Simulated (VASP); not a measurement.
GaN:

```
Ga N
1.0
     0.00000    2.25350    2.25350
     2.25350    0.00000    2.25350
     2.25350    2.25350    0.00000
Ga N
1 1
Direct
  0.00000 0.00000 0.00000
  0.25000 0.25000 0.25000
```

| Property | Result |
| --- | --- |
| Program | VASP 6.6.1 |
| Task | relaxation of cell and atoms |
| Functional | LDA |
| Potentials or basis | VASP PAW LDA potentials, release 64 (Ga_d, N) |
| Cutoff | 600 eV |
| k mesh | 10 × 10 × 10 |
| Occupations | fermi-dirac, width 0.05 eV |
| Spin | no spin polarisation |

At the start: pressure -5.6 GPa; volume 11.44 Å³/atom.

Where does the relaxation end?

Over 3 steps the energy falls by 6.0 meV/atom and the volume is 11.11 Å³/atom (-2.9 %); space group F-43m (No. 216, to 0.05 Å).

The path:
| step | energy change (eV) | largest force (eV/Å) | pressure (GPa) | volume (Å³) |
| --- | --- | --- | --- | --- |
| 1 | 0.0000 | 0.0000 | -5.60 | 22.89 |
| 2 | -0.0003 | 0.0000 | 6.11 | 21.59 |
| 3 | -0.0120 | 0.0000 | 0.01 | 22.22 |

Final structure:
```
Ga N
1.0
     0.00000    2.23142    2.23142
     2.23142    0.00000    2.23142
     2.23142    2.23142    0.00000
Ga N
1 1
Direct
  0.00000 0.00000 0.00000
  0.25000 0.25000 0.25000
```
